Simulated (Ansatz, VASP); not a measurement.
## Two plane-wave programs on AlN

File POSCAR:

```
AlN
1.0
    2.8042364798      0.0000000000      0.0000000000
   -1.4021182399      2.4285400298      0.0000000000
    0.0000000000      0.0000000000      4.7921083992
Al N
2 2
Direct
    0.0000000000      0.0000000000      0.0000000000
    0.0000000000      0.0000000000      0.5000000000
    0.3333333333      0.6666666667      0.2500000000
    0.6666666667      0.3333333333      0.7500000000
```

INCAR.step1

```
ALGO = Normal
EDIFF = 1E-4
ENCUT = 520
GGA = PE
ISMEAR = 0
LASPH = True
LCHARG = False
LREAL = False
LWAVE = True
NBANDS = 16
NELM = 60
PREC = Accurate
SIGMA = 0.01
```

INCAR.step2

```
ALGO = Normal
EDIFF = 1E-6
ENCUT = 520
ISIF = 2
ISMEAR = 0
ISTART = 1
LASPH = True
LCHARG = True
LELF = True
LMIXTAU = True
LREAL = False
LVHAR = True
LWAVE = False
METAGGA = R2SCAN
NBANDS = 16
NELM = 60
PREC = Accurate
SIGMA = 0.01
```

The input KPOINTS:

```
k-points
0
Gamma
  9 9 4
```

Input for Ansatz:

```yaml
crystal:
  lattice:
    - [2.8042364798, 0.0, 0.0]
    - [-1.4021182399, 2.4285400298, 0.0]
    - [0.0, 0.0, 4.7921083992]
  atoms:
    - { symbol: Al, position: [0.0, 0.0, 0.0] }
    - { symbol: Al, position: [0.0, 0.0, 0.5] }
    - { symbol: "N", position: [0.3333333333, 0.6666666667, 0.25] }
    - { symbol: "N", position: [0.6666666667, 0.3333333333, 0.75] }
kpoints:
  mp_grid: { grid: [9, 9, 4] }
hamiltonian:
  xc: r2scan
scf:
  occupations: { method: fixed }
  n_extra_bands: 5
output:
  forces: true
  stress: true
  eigenvalues: true
```

Alike in both runs: task single point; functional r2SCAN; k mesh 9 × 9 × 4; no spin polarisation.

|  | VASP | Ansatz |
| --- | --- | --- |
| version | VASP 6.6.1 | Ansatz 0.2.0 |
| potentials or method | VASP PAW PBE potentials, release 64 (Al, N) | plane waves, PAW |
| plane-wave cutoff (eV) | 520 | 500 |
| occupations | gaussian, width 0.01 eV | fixed |
| valence electrons in the cell | 16 | 16 |

Ansatz gave:

| Quantity | Value |
| --- | --- |
| gap on the k mesh at the Fermi level (eV) | 6.11 |
| pressure (GPa) | 8.6 |
| traceless stress, the component that is largest in VASP (GPa) | 0.95 |

Task: What did VASP give for the same quantities?

Result: gap on the k mesh at the Fermi level (eV): 6.10; pressure (GPa): 7.8; traceless stress, the component that is largest in VASP (GPa): 0.84.

VASP's potentials were made for PBE, not for r2SCAN.
